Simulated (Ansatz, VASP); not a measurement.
## Two plane-wave programs on K2IF

The input INCAR:

```
ALGO = Normal
EDIFF = 1E-6
ENCUT = 520
GGA = PE
ISIF = 2
ISMEAR = 0
LASPH = True
LCHARG = True
LELF = True
LREAL = False
LVHAR = True
LWAVE = False
NBANDS = 24
NELM = 80
PREC = Accurate
SIGMA = 0.01
```

Contents of KPOINTS:

```
k-points
0
Gamma
  6 6 6
```

Contents of POSCAR:

```
K2IF
1.0
    2.2394643426      1.2929553411      7.6522750341
   -2.2394643426      1.2929553411      7.6522750341
    0.0000000000     -2.5859106821      7.6522750341
F I K
1 1 2
Direct
    1.0000000000      0.0000000000      0.0000000000
    0.5000000000      0.5000000000      0.5000000000
    0.2704050987      0.2704050987      0.2704050987
    0.7295949013      0.7295949013      0.7295949013
```

Input for Ansatz:

```yaml
crystal:
  lattice:
    - [2.2394643426, 1.2929553411, 7.6522750341]
    - [-2.2394643426, 1.2929553411, 7.6522750341]
    - [0.0, -2.5859106821, 7.6522750341]
  atoms:
    - { symbol: F, position: [1.0, 0.0, 0.0] }
    - { symbol: I, position: [0.5, 0.5, 0.5] }
    - { symbol: K, position: [0.2704050987, 0.2704050987, 0.2704050987] }
    - { symbol: K, position: [0.7295949013, 0.7295949013, 0.7295949013] }
kpoints:
  mp_grid: { grid: [6, 6, 6] }
hamiltonian:
  xc: pbe
scf:
  occupations: { method: fixed }
  n_extra_bands: 5
output:
  forces: true
  stress: true
  eigenvalues: true
```

Alike in both runs: task single point; functional PBE; k mesh 6 × 6 × 6; no spin polarisation.

|  | VASP | Ansatz |
| --- | --- | --- |
| version | VASP 6.6.1 | Ansatz 0.2.0 |
| potentials or method | VASP PAW PBE potentials, release 64 (F, I, K_sv) | plane waves, PAW |
| plane-wave cutoff (eV) | 520 | 420 |
| occupations | gaussian, width 0.01 eV | fixed |
| valence electrons in the cell | 32 | 42 |

VASP gave:

```
gap on the k mesh at the Fermi level (eV) : 2.92
pressure (GPa)                            : -0.9
rms of the force components (eV/Å)        : 0.027
```

Problem. Which values does Ansatz return?

Solution. gap on the k mesh at the Fermi level (eV): 2.92; pressure (GPa): -0.8; rms of the force components (eV/Å): 0.027.

Atom by atom the forces differ by 0.000 eV/Å (rms over components). VASP's potentials hold 32 valence electrons a cell and Ansatz's 42, so a difference there can come from the potentials and not from the codes.

Spin-orbit coupling is off throughout.
